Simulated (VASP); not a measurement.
Wanted: the native input for a VASP 6.6.1 run.

* Task: single point
* Functional: PBEsol
* Dispersion: D3(BJ)
* Potentials or basis: VASP PAW PBE potentials, release 64 (Nb_sv)
* Cutoff: 500 eV
* k mesh: 3 × 3 × 3
* Occupations: methfessel-paxton, width 0.1 eV
* Spin: no spin polarisation
* Dipole correction: no
* Further INCAR settings: ALGO = Normal; EDIFF = 1e-06; NBANDS = 12

The structure of Nb lies in POSCAR:

```
Nb
1.0
    0.0000000000      2.1150000000      2.1150000000
    2.1150000000      0.0000000000      2.1150000000
    2.1150000000      2.1150000000      0.0000000000
Nb
1
Direct
    0.0000000000      0.0000000000      0.0000000000
```

These files were run (other wordings do the same):

INCAR

```
ALGO = Normal
EDIFF = 1E-6
ENCUT = 500
GGA = PS
GGA_COMPAT = F
ISIF = 2
ISMEAR = 1
IVDW = 12
LASPH = T
LCHARG = F
LREAL = F
LWAVE = F
NBANDS = 12
NELM = 120
PREC = Accurate
SIGMA = 0.1
```

KPOINTS

```
k-points
0
Gamma
  3 3 3
```

Potentials or basis: VASP PAW PBE potentials, release 64 (Nb_sv).

The run is started by

```console
$ cat potpaw_PBE.64/Nb_sv/POTCAR > POTCAR
$ mpirun -np 1 vasp_std > vasp.out
```

Results of the run:

```
Pressure                   : -2.6 GPa
Dispersion energy per atom : -0.715 eV
```

Caveat: the k points lie up to 0.86 Å⁻¹ apart; three body term missing; the PAW data sets were made with another functional, which shifts forces and pressure a little; pairwise dispersion overbinds metals, which lowers pressure and volume.

Wall time 4.5 s on 1 thread of Intel Xeon 8259CL, on a shared host, peak memory 0.14 GiB.
